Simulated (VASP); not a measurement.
## C: single point with LDA

The system is C.

```
C
1.0
     0.00000    1.76580    1.76580
     1.76580    0.00000    1.76580
     1.76580    1.76580    0.00000
C
2
Direct
  0.00000 0.00000 0.00000
  0.25000 0.25000 0.25000
```

| Property | Result |
| --- | --- |
| Program | VASP 6.6.1 |
| Task | single point |
| Functional | LDA |
| Potentials or basis | VASP PAW LDA potentials, release 64 (C) |
| Cutoff | 600 eV |
| k mesh | 10 × 10 × 10 |
| Occupations | gaussian, width 0.1 eV |
| Spin | no spin polarisation |

```json
{"Pressure": "0.9 GPa", "Band gap on the k mesh": "4.20 eV (least direct gap 5.63 eV)"}
```

Levels at points of the mesh, in eV from the valence-band top:
| k point | band 1 | band 2 | band 3 | band 4 | band 5 | band 6 | band 7 | band 8 | band 9 |
| --- | --- | --- | --- | --- | --- | --- | --- | --- | --- |
| (0.00, 0.00, 0.00) | -21.72 | 0.00 | 0.00 | 0.00 | 5.63 | 5.63 | 5.63 | 14.24 | 19.40 |
| (0.50, 0.00, 0.00) | -15.70 | -13.69 | -2.87 | -2.87 | 8.51 | 8.51 | 9.42 | 15.67 | 21.95 |
| (0.50, 0.50, 0.00) | -12.82 | -12.82 | -6.47 | -6.47 | 4.77 | 4.77 | 17.08 | 17.08 | 23.48 |

Wall time 3.8 s on 1 thread of Intel(R) Xeon(R) Platinum 8488C (Sapphire Rapids), with other jobs on the host, peak memory 0.11 GiB.

A k mesh can miss the band edges.
